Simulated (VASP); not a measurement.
# WO5H4 (W(O)(OH)4) in VASP: notebook

The runs below take WO5H4 (W(O)(OH)4) through single point, with PBE.

Everything below comes from runs of VASP 6.6.1. Logs are shortened: lines on timing, memory, paths and dates and some standing lists are left out, and cuts for length are marked.

## Step 1: The cell of the first run

The cell holds a molecule in a box, 10 atoms: a = 12.690 Å, b = 13.100 Å, c = 13.300 Å, α = 90.00°, β = 90.00°, γ = 90.00°.

## Step 2: Single point, PBE

File INCAR:

```
SYSTEM = H4WO5
PREC = Accurate
ENCUT = 520
EDIFF = 1E-7
ISMEAR = 0
SIGMA = 0.01
LREAL = .FALSE.
LASPH = .TRUE.
NELM = 60
ALGO = Normal
ISIF = 2
LWAVE = .FALSE.
LCHARG = .FALSE.
GGA = PE
NBANDS = 35
```

File KPOINTS:

```
Automatic mesh
0
G
  1 1 1
  0 0 0
```

File POSCAR:

```
H4WO5
1.0
   12.6900000000      0.0000000000      0.0000000000
    0.0000000000     13.1000000000      0.0000000000
    0.0000000000      0.0000000000     13.3000000000
W O H
1 5 4
Direct
    0.4606414500      0.4935137400      0.5333120300
    0.4454649300      0.4740610700      0.6615045100
    0.4581450000      0.4836847300      0.3891812000
    0.6100661900      0.4896458000      0.5339172900
    0.4002324700      0.6258206100      0.5301240600
    0.3756296300      0.3719274800      0.5162210500
    0.4304271100      0.4386267200      0.3383458600
    0.6455334900      0.4833435100      0.5981165400
    0.3800803800      0.6563748100      0.5936000000
    0.3546099300      0.3435114500      0.5804917300
```

Potentials or basis: VASP PAW PBE potentials, release 64 (W_sv, O, H).

The run is started by

```bash
$ cat potpaw_PBE.64/W_sv/POTCAR potpaw_PBE.64/O/POTCAR potpaw_PBE.64/H/POTCAR > POTCAR
$ mpirun -np 1 vasp_gam > vasp.out
```

OUTCAR:

```text
SYSTEM = H4WO5
   PREC = Accurate
   ENCUT = 520
   EDIFF = 1E-7
   ISMEAR = 0
   LREAL = .FALSE.
   LASPH = .TRUE.
   NELM = 60
   ISIF = 2
   GGA = PE

 ion  position               nearest neighbor table
   1  0.461  0.494  0.533-   2 1.73   5 1.90   4 1.90   3 1.92   6 1.94
   2  0.445  0.474  0.662-   1 1.73
   3  0.458  0.484  0.389-   7 0.96   1 1.92
   4  0.610  0.490  0.534-   8 0.97   1 1.90
   5  0.400  0.626  0.530-   9 0.97   1 1.90
   6  0.376  0.372  0.516-  10 0.97   1 1.94
   7  0.430  0.439  0.338-   3 0.96
   8  0.646  0.483  0.598-   4 0.97
   9  0.380  0.656  0.594-   5 0.97
  10  0.355  0.344  0.580-   6 0.97

  LATTYP: Found a simple orthorhombic cell.
 ALAT       =    12.6900000000
 B/A-ratio  =     1.0323089046
 C/A-ratio  =     1.0480693459

  Lattice vectors:

 A1 = (  12.6900000000,   0.0000000000,   0.0000000000)
 A2 = (   0.0000000000,  13.1000000000,   0.0000000000)
 A3 = (   0.0000000000,   0.0000000000,  13.3000000000)

Analysis of symmetry for initial positions (statically):
=====================================================================
 Subroutine PRICEL returns:
 Original cell was already a primitive cell.

 Routine SETGRP: Setting up the symmetry group for a
 simple orthorhombic supercell.

 Subroutine GETGRP returns: Found  1 space group operations
 (whereof  1 operations were pure point group operations)
 out of a pool of  8 trial point group operations.

The static configuration has the point symmetry C_1 .

Analysis of symmetry for dynamics (positions and initial velocities):
=====================================================================
 Subroutine PRICEL returns:
 Original cell was already a primitive cell.

 Routine SETGRP: Setting up the symmetry group for a
 simple orthorhombic supercell.

 Subroutine GETGRP returns: Found  1 space group operations
 (whereof  1 operations were pure point group operations)
 out of a pool of  8 trial point group operations.

The dynamic configuration has the point symmetry C_1 .

 Subroutine INISYM returns: Found  1 space group operations
 (whereof  1 operations are pure point group operations),
 and found     1 'primitive' translations

----------------------------------------------------------------------------------------

                                     Primitive cell

  volume of cell :    2210.9787

  direct lattice vectors                    reciprocal lattice vectors
    12.690000000  0.000000000  0.000000000     0.078802206  0.000000000  0.000000000
     0.000000000 13.100000000  0.000000000     0.000000000  0.076335878  0.000000000
     0.000000000  0.000000000 13.300000000     0.000000000  0.000000000  0.075187970

  length of vectors
    12.690000000 13.100000000 13.300000000     0.078802206  0.076335878  0.075187970

  position of ions in fractional coordinates (direct lattice)
     0.460641450  0.493513740  0.533312030
     0.445464930  0.474061070  0.661504510
     0.458145000  0.483684730  0.389181200
     0.610066190  0.489645800  0.533917290
     0.400232470  0.625820610  0.530124060
     0.375629630  0.371927480  0.516221050
     0.430427110  0.438626720  0.338345860
     0.645533490  0.483343510  0.598116540
     0.380080380  0.656374810  0.593600000
     0.354609930  0.343511450  0.580491730

  ion indices of the primitive-cell ions
   primitive index   ion index
                 1           1
                 2           2
                 3           3
                 4           4
                 5           5
                 6           6
                 7           7
                 8           8
                 9           9
                10          10

----------------------------------------------------------------------------------------

 KPOINTS: Automatic mesh

Automatic generation of k-mesh.
 Grid dimensions read from file:
 generate k-points for:    1    1    1

 Generating k-lattice:

  Cartesian coordinates                     Fractional coordinates (reciprocal lattice)
     0.078802206  0.000000000  0.000000000     1.000000000  0.000000000  0.000000000
     0.000000000  0.076335878  0.000000000     0.000000000  1.000000000  0.000000000
     0.000000000  0.000000000  0.075187970     0.000000000  0.000000000  1.000000000

  Length of vectors
     0.078802206  0.076335878  0.075187970

  Shift w.r.t. Gamma in fractional coordinates (k-lattice)
     0.000000000  0.000000000  0.000000000

 Subroutine IBZKPT returns following result:
 ===========================================

 Found      1 irreducible k-points:

 Following reciprocal coordinates:
            Coordinates               Weight
  0.000000  0.000000  0.000000      1.000000
   k-points           NKPTS =      1   k-points in BZ     NKDIM =      1   number of bands    NBANDS=     35
   number of dos      NEDOS =    301   number of ions     NIONS =     10
   total plane-waves  NPLWV = 940800
   dimension x,y,z NGX =    96 NGY =   98 NGZ =  100
   dimension x,y,z NGXF=   192 NGYF=  196 NGZF=  200
   ions per type =               1   5   4
   NGX,Y,Z   is equivalent  to a cutoff of  12.58, 12.44, 12.50 a.u.
   NGXF,Y,Z  is equivalent  to a cutoff of  25.15, 24.87, 25.00 a.u.
 SYSTEM =  H4WO5
   PREC   = accura    normal or accurate (medium, high low for compatibility)
   ISTART =      0    job   : 0-new  1-cont  2-samecut
   ICHARG =      2    charge: 1-file 2-atom 10-const
   ISPIN  =      1    spin polarized calculation?
   LNONCOLLINEAR =      F non collinear calculations
   LSORBIT =      F    spin-orbit coupling
   LASPH  =      T    aspherical Exc in radial PAW
   ENCUT  =  520.0 eV  38.22 Ry    6.18 a.u.  23.59 24.36 24.73*2*pi/ulx,y,z
   NELM   =     60;   NELMIN=  2; NELMDL= -5     # of ELM steps
   EDIFF  = 0.1E-06   stopping-criterion for ELM
   LREAL  =      F    real-space projection
   EDIFFG = 0.1E-05   stopping-criterion for IOM
   NSW    =      0    number of steps for IOM
   IBRION =     -1    ionic relax: 0-MD 1-quasi-New 2-CG
   NFREE  =      0    steps in history (QN), initial steepest desc. (CG)
   ISIF   =      2    stress and relaxation
   ISYM   =      2    0-nonsym 1-usesym 2-fastsym
   POTIM  = 0.5000    time-step for ionic-motion
   TEBEG  =    0.0;   TEEND  =   0.0 temperature during run
   PSTRESS=    0.0 pullay stress
   NELECT =      48.0000    total number of electrons
   NUPDOWN=      -1.0000    fix difference up-down
   EMIN   =  10.00;   EMAX   =-10.00  energy-range for DOS
   EFERMI =   0.00;   METHOD = LEGACY
   ISMEAR =     0;   SIGMA  =   0.01  broadening in eV -4-tet -1-fermi 0-gaus
   EFERMI_NEDOS =   21; number of points for ismear=-14 and -15
   IALGO  =     38    algorithm
   IMIX   =      4    mixing-type and parameters
     AMIX     =   0.40;   BMIX     =  1.00
     AMIX_MAG =   1.60;   BMIX_MAG =  1.00
  volume/ion in A,a.u.               =     221.10      1492.04
  Fermi-wavevector in a.u.,A,eV,Ry     =   0.456696  0.863030  2.837782  0.208571
  Thomas-Fermi vector in A             =   1.441011
   LORBIT       =      0    0 simple, 1 ext, 2 COOP (PROOUT), +10 PAW based schemes
   GGA     = PE    functional components
   LHFCALC =     F    Hartree Fock is set to
   AEXX    =    0.0000 exact exchange contribution
   IVDW    =     0    specifies the selected vdW correction
   LEPSILON=     F    determine dielectric tensor
   LRPA    =     F    only Hartree local field effects (RPA)
 non-spin polarized calculation
 Gauss-broadening in eV      SIGMA  =   0.01
  energy-cutoff  :      520.00
  volume of cell :     2210.98
 maximum number of plane-waves:     29752
 NGX is ok and might be reduce to    96
   NGX = 47   NGY = 49   NGZ = 49

 number of electron      47.9999987 magnetization

 Free energy of the ion-electron system (eV)
  ---------------------------------------------------
  ext. energy  EPLUGINS =         0.00000000
  ---------------------------------------------------
  free energy    TOTEN  =       -63.87714158 eV

  energy without entropy =      -63.87714158  energy(sigma->0) =      -63.87714158

 E-fermi :  -6.9534     XC(G=0):  -0.7859

 val. band max:       -7.0948759180   @ k =   0.0000   0.0000   0.0000
 cond. band min:      -2.3273355449   @ k =   0.0000   0.0000   0.0000
 fundamental gap:      4.7675403731
 Fermi energy:        -6.9534318751

 k-point     1 :       0.0000    0.0000    0.0000
  band No.  band energies     occupation
      1     -80.5610      2.00000
      2     -44.9212      2.00000
      3     -44.8939      2.00000
      4     -44.7976      2.00000
      5     -25.0864      2.00000
      6     -24.8254      2.00000
[... 27 lines left out ...]
     34       0.7446      0.00000
     35       0.8408      0.00000

------------------------ aborting loop because EDIFF is reached ----------------------------------------

  FORCE on cell =-STRESS in cart. coord.  units (eV):
  Direction    XX          YY          ZZ          XY          YZ          ZX
  --------------------------------------------------------------------------------------
  -------------------------------------------------------------------------------------
  Total        0.3997587      0.5235763      2.1172498      0.1353359     -0.1878311     -0.1605634
  in kB        0.2896836      0.3794076      1.5342571      0.0980706     -0.1361111     -0.1163517
  external PRESSURE =       0.7344494 kB  Pullay stress =       0.0000000 kB

 VOLUME and BASIS-vectors are now :
 -----------------------------------------------------------------------------
  energy-cutoff  :      520.00
  volume of cell :     2210.98
      direct lattice vectors                 reciprocal lattice vectors
    12.690000000  0.000000000  0.000000000     0.078802206  0.000000000  0.000000000
     0.000000000 13.100000000  0.000000000     0.000000000  0.076335878  0.000000000
     0.000000000  0.000000000 13.300000000     0.000000000  0.000000000  0.075187970

 POSITION                                       TOTAL-FORCE (eV/Angst)
 -----------------------------------------------------------------------------------
      5.84554      6.46503      7.09305         0.016257      0.002300     -0.065107
      5.65295      6.21020      8.79801        -0.067896     -0.087957      0.704934
      5.81386      6.33627      5.17611         0.157420      0.244503     -0.122809
      7.74174      6.41436      7.10110         0.153671      0.018295     -0.350960
      5.07895      8.19825      7.05065        -0.023000      0.131918     -0.348416
      4.76674      4.87225      6.86574        -0.068593     -0.110788     -0.358406
      5.46212      5.74601      4.50000        -0.106950     -0.164111     -0.114377
      8.19182      6.33180      7.95495         0.024368     -0.013095      0.204049
      4.82322      8.59851      7.89488        -0.040234      0.038563      0.200044
      4.50000      4.50000      7.72054        -0.045044     -0.059628      0.251049
 -----------------------------------------------------------------------------------
    total drift:                               -0.000084     -0.002519     -0.000289

  FREE ENERGIE OF THE ION-ELECTRON SYSTEM (eV)
  ---------------------------------------------------
  free  energy   TOTEN  =       -63.8771415764 eV

  energy  without entropy=      -63.8771415764  energy(sigma->0) =      -63.87714158
```

Run time: 4.7 min. Hardware: 1 thread of Intel Xeon Platinum 8375C at 2.90GHz (Ice Lake), shared host; peak memory 1.5 GiB.

What came out:

- Free energy: -63.8771 eV
- Largest force: 0.714 eV/Å
- Gap between the frontier levels: 4.77 eV

Forces in eV/Å, atoms in the order of the input:
```
W    0.016  0.002 -0.065
O   -0.068 -0.088  0.705
O    0.157  0.245 -0.123
O    0.154  0.018 -0.351
O   -0.023  0.132 -0.348
O   -0.069 -0.111 -0.358
H   -0.107 -0.164 -0.114
H    0.024 -0.013  0.204
H   -0.040  0.039  0.200
H   -0.045 -0.060  0.251
```

Levels at points of the mesh, in eV from the valence-band top:
| k point | band 20 | band 21 | band 22 | band 23 | band 24 | band 25 | band 26 | band 27 | band 28 | band 29 |
| --- | --- | --- | --- | --- | --- | --- | --- | --- | --- | --- |
| (0.00, 0.00, 0.00) | -0.79 | -0.61 | -0.35 | -0.03 | 0.00 | 4.77 | 4.81 | 5.38 | 5.70 | 6.12 |

Caveat: spin-orbit coupling is left out, which moves the levels of the heavy elements.

## Step 3: Single point, PBE

File INCAR:

```
SYSTEM = H4WO5
PREC = Accurate
ENCUT = 910
EDIFF = 1E-6
ISMEAR = 0
SIGMA = 0.01
LREAL = .FALSE.
LASPH = .TRUE.
NELM = 120
ALGO = Normal
ISIF = 2
LWAVE = .FALSE.
LCHARG = .FALSE.
GGA = PE
NBANDS = 35
GGA_COMPAT = .FALSE.
NELMDL = -8
```

KPOINTS is that of step 2.

POSCAR is that of step 2.

Potentials or basis: VASP PAW PBE potentials, release 64 (W_sv, O_h, H_h).

The run is started by

```bash
$ cat potpaw_PBE.64/W_sv/POTCAR potpaw_PBE.64/O_h/POTCAR potpaw_PBE.64/H_h/POTCAR > POTCAR
$ mpirun -np 1 vasp_gam > vasp.out
```

Run time: 13 min. Hardware: 1 thread of Intel Xeon Platinum 8375C at 2.90GHz (Ice Lake), shared host; peak memory 3.7 GiB.

The run converged. Its results:

```
Free energy                     : -64.0528 eV
Largest force                   : 0.561 eV/Å
Gap between the frontier levels : 4.77 eV
```

Forces in eV/Å, atoms in the order of the input:
```
W   -0.006 -0.025  0.149
O   -0.053 -0.068  0.554
O    0.133  0.203 -0.203
O    0.193  0.012 -0.295
O   -0.043  0.167 -0.293
O   -0.091 -0.142 -0.283
H   -0.078 -0.116 -0.039
H   -0.048 -0.005  0.126
H   -0.004 -0.027  0.123
H   -0.003  0.000  0.161
```

Levels at points of the mesh, in eV from the valence-band top:
| k point | band 22 | band 23 | band 24 | band 25 | band 26 | band 27 |
| --- | --- | --- | --- | --- | --- | --- |
| (0.00, 0.00, 0.00) | -0.36 | -0.03 | 0.00 | 4.77 | 4.81 | 5.39 |

Caveat: the cutoff is under 1.25 times the usual one of these potentials, so pressure, stress and relaxed cells hold a basis-set (Pulay) error; spin-orbit coupling is left out, which moves the levels of the heavy elements.
